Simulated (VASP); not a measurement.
# Al2O3 (R-3c) in VASP: further runs, part 2 of 2

VASP 6.6.1.

## Step 3: Single point, r2SCAN (strain +0.050 along x and y, +0.025 along z)

POSCAR reads:

```
Al2O3
1.0
    2.4985500242      1.4425385290      4.4399267083
   -2.4985500242      1.4425385290      4.4399267083
    0.0000000000     -2.8850770581      4.4399267083
Al O
4 6
Direct
    0.8519165699      0.8519165699      0.8519165699
    0.6480834301      0.6480834301      0.6480834301
    0.1480834301      0.1480834301      0.1480834301
    0.3519165699      0.3519165699      0.3519165699
    0.0563854984      0.4436145016      0.7500000000
    0.7500000000      0.0563854984      0.4436145016
    0.4436145016      0.7500000000      0.0563854984
    0.9436145016      0.5563854984      0.2500000000
    0.2500000000      0.9436145016      0.5563854984
    0.5563854984      0.2500000000      0.9436145016
```

INCAR.step1 reads:

```
  ALGO = Normal
  EDIFF = 1E-4
  ENCUT = 520
  GGA = PE
  ISMEAR = 0
  LASPH = True
  LCHARG = False
  LREAL = False
  LWAVE = True
  NBANDS = 35
  NELM = 80
  PREC = Accurate
  SIGMA = 0.05
```

INCAR.step2 reads:

```
  ALGO = Normal
  EDIFF = 1E-6
  ENCUT = 520
  ISIF = 2
  ISMEAR = 0
  ISTART = 1
  LASPH = True
  LCHARG = False
  LMIXTAU = True
  LREAL = False
  LWAVE = False
  METAGGA = R2SCAN
  NBANDS = 35
  NELM = 80
  PREC = Accurate
  SIGMA = 0.05
```

KPOINTS reads:

```
k-points
0
Gamma
  6 6 6
```

Potentials or basis: VASP PAW PBE potentials, release 64 (Al, O).

Command:

```
> cat potpaw_PBE.64/Al/POTCAR potpaw_PBE.64/O/POTCAR > POTCAR
> cp INCAR.step1 INCAR
> mpirun -np 1 vasp_std > vasp.out
> cp INCAR.step2 INCAR
> mpirun -np 1 vasp_std > vasp.out
```

OUTCAR:

```text
EDIFF = 1E-6
   ENCUT = 520
   ISIF = 2
   ISMEAR = 0
   ISTART = 1
   LASPH = True
   LREAL = False
   METAGGA = R2SCAN
   NELM = 80
   PREC = Accurate

 ion  position               nearest neighbor table
   1  0.852  0.852  0.852-   9 1.94   8 1.94  10 1.94   7 2.05   6 2.05   5 2.05   2 2.72   3 2.93
                             3 2.93   3 2.93   2 3.36   2 3.36   2 3.36
   2  0.648  0.648  0.648-  10 1.94   8 1.94   9 1.94   6 2.05   7 2.05   5 2.05   1 2.72   4 2.93
                             4 2.93   4 2.93   1 3.36   1 3.36   1 3.36
   3  0.148  0.148  0.148-   6 1.94   5 1.94   7 1.94  10 2.05   9 2.05   8 2.05   4 2.72   1 2.93
                             1 2.93   1 2.93   4 3.36   4 3.36   4 3.36
   4  0.352  0.352  0.352-   7 1.94   5 1.94   6 1.94   9 2.05  10 2.05   8 2.05   3 2.72   2 2.93
                             2 2.93   2 2.93   3 3.36   3 3.36   3 3.36
   5  0.056  0.444  0.750-   3 1.94   4 1.94   1 2.05   2 2.05
   6  0.750  0.056  0.444-   3 1.94   4 1.94   2 2.05   1 2.05
   7  0.444  0.750  0.056-   4 1.94   3 1.94   1 2.05   2 2.05
   8  0.944  0.556  0.250-   1 1.94   2 1.94   3 2.05   4 2.05
   9  0.250  0.944  0.556-   1 1.94   2 1.94   4 2.05   3 2.05
  10  0.556  0.250  0.944-   2 1.94   1 1.94   3 2.05   4 2.05

  LATTYP: Found a trigonal (rhomboedric) cell.
 ALAT       =     5.2949616435
 COS(alpha) =     0.5546715339

  Lattice vectors:

 A1 = (   2.4985500242,   1.4425385290,   4.4399267083)
 A2 = (  -2.4985500242,   1.4425385290,   4.4399267083)
 A3 = (   0.0000000000,  -2.8850770581,   4.4399267083)

Analysis of symmetry for initial positions (statically):
=====================================================================
 Subroutine PRICEL returns:
 Original cell was already a primitive cell.

 Routine SETGRP: Setting up the symmetry group for a
 trigonal (rhombohedral) supercell.

 Subroutine GETGRP returns: Found 12 space group operations
 (whereof  6 operations were pure point group operations)
 out of a pool of 12 trial point group operations.

The static configuration has the point symmetry S_6 .
 The point group associated with its full space group is D_3d.
[... 159 lines left out ...]
   LEPSILON=     F    determine dielectric tensor
   LRPA    =     F    only Hartree local field effects (RPA)
 non-spin polarized calculation
 Gauss-broadening in eV      SIGMA  =   0.05
  energy-cutoff  :      520.00
  volume of cell :       96.02
 maximum number of plane-waves:      2603
   NGX = 19   NGY = 19   NGZ = 19

 number of electron      48.0000001 magnetization

 Free energy of the ion-electron system (eV)
  ---------------------------------------------------
  ext. energy  EPLUGINS =         0.00000000
  ---------------------------------------------------
  free energy    TOTEN  =       -95.24686864 eV

  energy without entropy =      -95.24686864  energy(sigma->0) =      -95.24686864

 E-fermi :   4.8929     XC(G=0): -11.6110

 val. band max:        4.5798171393   @ k =   0.0000   0.0000   0.0000
 cond. band min:      10.0411104496   @ k =   0.0000   0.0000   0.0000
 fundamental gap:      5.4612933103
 Fermi energy:         4.8929097284

 k-point     1 :       0.0000    0.0000    0.0000
  band No.  band energies     occupation
      1     -14.8694      2.00000
      2     -12.9338      2.00000
      3     -12.8273      2.00000
      4     -12.8273      2.00000
      5     -12.5498      2.00000
      6     -12.5498      2.00000
[... 901 lines left out ...]
     34      17.9546      0.00000
     35      18.0733      0.00000

 [... further k-points ...]

------------------------ aborting loop because EDIFF is reached ----------------------------------------

  FORCE on cell =-STRESS in cart. coord.  units (eV):
  Direction    XX          YY          ZZ          XY          YZ          ZX
  --------------------------------------------------------------------------------------
  -------------------------------------------------------------------------------------
  Total      -17.3083217    -17.3083217    -11.0255236      0.0000000      0.0000000      0.0000000
  in kB     -288.8171767   -288.8171767   -183.9785886      0.0000000      0.0000000      0.0000000
  external PRESSURE =    -253.8709807 kB  Pullay stress =       0.0000000 kB

 VOLUME and BASIS-vectors are now :
 -----------------------------------------------------------------------------
  energy-cutoff  :      520.00
  volume of cell :       96.02
      direct lattice vectors                 reciprocal lattice vectors
     2.498550024  1.442538529  4.439926708     0.200116065  0.115537064  0.075076314
    -2.498550024  1.442538529  4.439926708    -0.200116065  0.115537064  0.075076314
     0.000000000 -2.885077058  4.439926708     0.000000000 -0.231074128  0.075076314

 POSITION                                       TOTAL-FORCE (eV/Angst)
 -----------------------------------------------------------------------------------
      0.00000     -0.00000     11.34734         0.000000     -0.000000      0.148375
      0.00000     -0.00000      8.63233         0.000000      0.000000     -0.148375
      0.00000     -0.00000      1.97244         0.000000      0.000000     -0.148375
      0.00000     -0.00000      4.68745         0.000000     -0.000000      0.148375
     -0.96751     -1.44254      5.54991        -0.208701     -0.000000      0.000000
      1.73303     -0.11662      5.54991         0.104350     -0.180740      0.000000
     -0.76552      1.55916      5.54991         0.104350      0.180740      0.000000
      0.96751      1.44254      7.76987         0.208701     -0.000000      0.000000
     -1.73303      0.11662      7.76987        -0.104350      0.180740      0.000000
      0.76552     -1.55916      7.76987        -0.104350     -0.180740      0.000000
 -----------------------------------------------------------------------------------
    total drift:                               -0.000000      0.000000      0.000000

  FREE ENERGIE OF THE ION-ELECTRON SYSTEM (eV)
  ---------------------------------------------------
  free  energy   TOTEN  =       -95.2468686436 eV

  energy  without entropy=      -95.2468686436  energy(sigma->0) =      -95.24686864
```

OUTCAR.step1:

```text
EDIFF = 1E-4
   ENCUT = 520
   GGA = PE
   ISMEAR = 0
[... 1171 lines left out ...]
     -0.76552      1.55916      5.54991         0.081516      0.141189      0.000000
      0.96751      1.44254      7.76987         0.163031      0.000000      0.000000
     -1.73303      0.11662      7.76987        -0.081516      0.141189      0.000000
      0.76552     -1.55916      7.76987        -0.081516     -0.141189      0.000000
 -----------------------------------------------------------------------------------
    total drift:                               -0.000000      0.000000      0.000000

  FREE ENERGIE OF THE ION-ELECTRON SYSTEM (eV)
  ---------------------------------------------------
  free  energy   TOTEN  =       -74.2650920840 eV

  energy  without entropy=      -74.2650920840  energy(sigma->0) =      -74.26509208
```

Wall time 3.1 min (1 thread of Intel Xeon 6975P-C (Granite Rapids), shared host); peak memory 0.29 GiB.

Results:

```yaml
Free_energy: -95.2469 eV
Pressure: -25.4 GPa
Largest_force: 0.209 eV/Å
Band_gap_on_the_k_mesh: 5.46 eV
```

Forces on the atoms (eV/Å):
```
Al   0.000  0.000  0.148
Al   0.000  0.000 -0.148
Al   0.000  0.000 -0.148
Al   0.000  0.000  0.148
O   -0.209  0.000  0.000
O    0.104 -0.181  0.000
O    0.104  0.181  0.000
O    0.209  0.000  0.000
O   -0.104  0.181  0.000
O   -0.104 -0.181  0.000
```

Caveat: the cell differs from its parent crystal (strain +0.050 along x and y, +0.025 along z); the cell stands under tension; the PAW data sets were made with another functional, which shifts forces and pressure a little.

## Step 4: Single point, r2SCAN (strain +0.050 along x and y, +0.050 along z)

POSCAR, as its differences from that of step 3:

```diff
@@ -2,5 +2,5 @@
 1.0
-    2.4985500242      1.4425385290      4.4399267083
-   -2.4985500242      1.4425385290      4.4399267083
-    0.0000000000     -2.8850770581      4.4399267083
+    2.4985500242      1.4425385290      4.5482176037
+   -2.4985500242      1.4425385290      4.5482176037
+    0.0000000000     -2.8850770581      4.5482176036
 Al O
```

INCAR.step1 reads:

```
PREC     = Accurate       # precision mode
ENCUT    = 520            # plane-wave cutoff, eV
ISMEAR   = 0              # smearing method
SIGMA    = 0.05           # smearing width, eV
LREAL    = F              # projectors in reciprocal space
LASPH    = T              # aspherical terms in the spheres
NELM     = 100            # most SCF steps
NBANDS   = 35             # bands
GGA      = PE             # functional
ALGO     = Normal         # electronic algorithm
EDIFF    = 1E-4           # SCF threshold, eV
LWAVE    = T              # write WAVECAR
LCHARG   = F              # write CHGCAR
```

INCAR.step2 reads:

```
PREC     = Accurate       # precision mode
ENCUT    = 520            # plane-wave cutoff, eV
EDIFF    = 1E-7           # SCF threshold, eV
ISMEAR   = 0              # smearing method
SIGMA    = 0.05           # smearing width, eV
LREAL    = F              # projectors in reciprocal space
LASPH    = T              # aspherical terms in the spheres
NELM     = 100            # most SCF steps
ALGO     = Normal         # electronic algorithm
ISIF     = 2              # what is computed and relaxed
LWAVE    = F              # write WAVECAR
LCHARG   = F              # write CHGCAR
METAGGA  = R2SCAN         # meta-GGA
LMIXTAU  = T            
NBANDS   = 35             # bands
ISTART   = 1
```

KPOINTS reads:

```
regular mesh
0
Gamma
  6 6 6
```

Command:

```
> cat potpaw_PBE.64/Al/POTCAR potpaw_PBE.64/O/POTCAR > POTCAR
> cp INCAR.step1 INCAR
> mpirun -np 1 vasp_std > vasp.out
> cp INCAR.step2 INCAR
> mpirun -np 1 vasp_std > vasp.out
```

It took 3.5 min on 1 thread of Intel Xeon 6975P-C (Granite Rapids), shared host; peak memory 0.29 GiB.

It converged, with:

| Quantity | Value |
| --- | --- |
| Free energy | -94.9149 eV |
| Pressure | -28.7 GPa |
| Largest force | 0.155 eV/Å |
| Band gap on the k mesh | 5.34 eV |

Forces on the atoms (eV/Å):
```
Al   0.000  0.000  0.055
Al   0.000  0.000 -0.055
Al   0.000  0.000 -0.055
Al   0.000  0.000  0.055
O   -0.155  0.000  0.000
O    0.078 -0.135  0.000
O    0.078  0.135  0.000
O    0.155  0.000  0.000
O   -0.078  0.135  0.000
O   -0.078 -0.135  0.000
```

Stress tensor (GPa, compression positive):
```
-29.36   0.00   0.00
  0.00 -29.36   0.00
  0.00   0.00 -27.34
```

Levels at points of the mesh, in eV from the valence-band top:
```
           k point  band 21  band 22  band 23  band 24  band 25  band 26  band 27  band 28
(0.00, 0.00, 0.00)    -0.37    -0.02    -0.02     0.00     5.34     8.95    10.06    11.24
(0.50, 0.00, 0.00)    -0.72    -0.72    -0.19    -0.19     8.71     8.71     9.26     9.26
(0.50, 0.50, 0.00)    -0.83    -0.76    -0.60    -0.18     8.90     9.29     9.74    10.08
(0.50, 0.50, 0.50)    -0.30    -0.30    -0.30    -0.30     8.01     8.01    10.84    10.84
```

Caveat: the cell differs from its parent crystal (strain +0.050 along x and y, +0.050 along z); the cell stands under tension; the PAW data sets were made with another functional, which shifts forces and pressure a little.

## Step 5: Summary

| cell | gap on the mesh (eV) | pressure (GPa) | largest force (eV/Å) |
| --- | --- | --- | --- |
| a = 5.350 Å, angles 54.2°, 10 atoms | 5.88 | -21.1 | 0.06 |
| a = 5.295 Å, angles 56.3°, 10 atoms | 5.46 | -25.4 | 0.21 |
| a = 5.386 Å, angles 55.3°, 10 atoms | 5.34 | -28.7 | 0.16 |

Alike in all rows: task single point; level r2SCAN; potentials or basis VASP PAW PBE potentials, release 64 (Al, O); no spin polarisation; k mesh 6 × 6 × 6; cutoff (eV) 520; smearing gaussian 0.05 eV.

Caveats: the cell stands under tension; the PAW data sets were made with another functional, which shifts forces and pressure a little.

Absolute energies hang on the potentials; compare differences alone.
